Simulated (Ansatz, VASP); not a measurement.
**One calculation of Cs2NaMnSi6, two programs**

The input INCAR:

```
PREC = Accurate ; ENCUT = 520
EDIFF = 1E-6 ; ISMEAR = -1
SIGMA = 0.1 ; LREAL = False
LASPH = True ; NELM = 80
ALGO = Normal ; ISIF = 2
LWAVE = False ; LCHARG = False
GGA = PS ; NBANDS = 42
```

File KPOINTS:

```
Automatic mesh
0
Gamma
  6 6 6
```

File POSCAR:

```
Cs2NaMnSi6
1.0
    0.0000000000      4.6228450000      4.6228450000
    4.6228450000      0.0000000000      4.6228450000
    4.6228450000      4.6228450000      0.0000000000
Si Na Mn Cs
6 1 1 2
Direct
    0.7850000000      0.2150000000      0.2150000000
    0.2150000000      0.7850000000      0.2150000000
    0.2150000000      0.7850000000      0.7850000000
    0.7850000000      0.2150000000      0.7850000000
    0.2150000000      0.2150000000      0.7850000000
    0.7850000000      0.7850000000      0.2150000000
    0.5000000000      0.5000000000      0.5000000000
    0.0000000000      0.0000000000      0.0000000000
    0.2500000000      0.2500000000      0.2500000000
    0.7500000000      0.7500000000      0.7500000000
```

Input for Ansatz:

```yaml
crystal:
  lattice:
    - [0.0, 4.622845, 4.622845]
    - [4.622845, 0.0, 4.622845]
    - [4.622845, 4.622845, 0.0]
  atoms:
    - { symbol: Si, position: [0.785, 0.215, 0.215] }
    - { symbol: Si, position: [0.215, 0.785, 0.215] }
    - { symbol: Si, position: [0.215, 0.785, 0.785] }
    - { symbol: Si, position: [0.785, 0.215, 0.785] }
    - { symbol: Si, position: [0.215, 0.215, 0.785] }
    - { symbol: Si, position: [0.785, 0.785, 0.215] }
    - { symbol: Na, position: [0.5, 0.5, 0.5] }
    - { symbol: Mn, position: [0.0, 0.0, 0.0] }
    - { symbol: Cs, position: [0.25, 0.25, 0.25] }
    - { symbol: Cs, position: [0.75, 0.75, 0.75] }
  symmetry: { tolerance: 0.0003 }
kpoints:
  mp_grid: { grid: [6, 6, 6], shift: [0, 0, 0] }
  band_path:
    path:
      - [0.0, 0.0, 0.0]
      - [0.5, 0.0, 0.5]
      - [0.625, 0.25, 0.625]
      - [0.375, 0.375, 0.75]
      - [0.0, 0.0, 0.0]
      - [0.5, 0.5, 0.5]
      - [0.5, 0.25, 0.75]
      - [0.5, 0.0, 0.5]
    npoints: 8
magnetization:
  spin_polarized: false
scf:
  occupations: { method: fermi_dirac }
  lower_state_search: "off"
  max_iter: 200
hamiltonian:
  pseudopotentials: { kind: paw }
  xc: pbesol
basis:
  ecutwfc: 420
  fft_grid_basis: typed
output:
  forces: true
  stress: true
  eigenvalues: true
  bader: true
  populations: true
  elf: true
  write_potential: true
  volumetric_format: npy
  dos:
    e_range: [-12, 8]
    de: 0.05
    projected: { site_lists: { Cs: [Cs], Mn: [Mn], Na: [Na], Si: [Si] } }
checkpoint:
  read: saved_state
```

Alike in both runs: task single point; functional PBEsol; k mesh 6 × 6 × 6; no spin polarisation.

```csv
,VASP,Ansatz
version,VASP 6.6.1,Ansatz 0.2.0
potentials or method,"VASP PAW PBE potentials, release 64 (Si, Na_pv, Mn_pv, Cs_sv), cutoff 520 eV",PAW plane waves
occupations,"fermi-dirac, width 0.1 eV",fermi-dirac
valence electrons in the cell,62,66
```

```csv
,VASP,Ansatz,Ansatz less VASP
pressure (GPa),21.0,20.6,-0.34
rms of the force components (eV/Å),1.558,1.552,-0.0067
```

VASP's potentials were made for PBE, not for PBEsol. Atom by atom the forces differ by 0.007 eV/Å (rms over components). VASP's potentials hold 62 valence electrons a cell and Ansatz's 66, so a difference there can come from the potentials and not from the codes.

Spin-orbit coupling is off throughout.
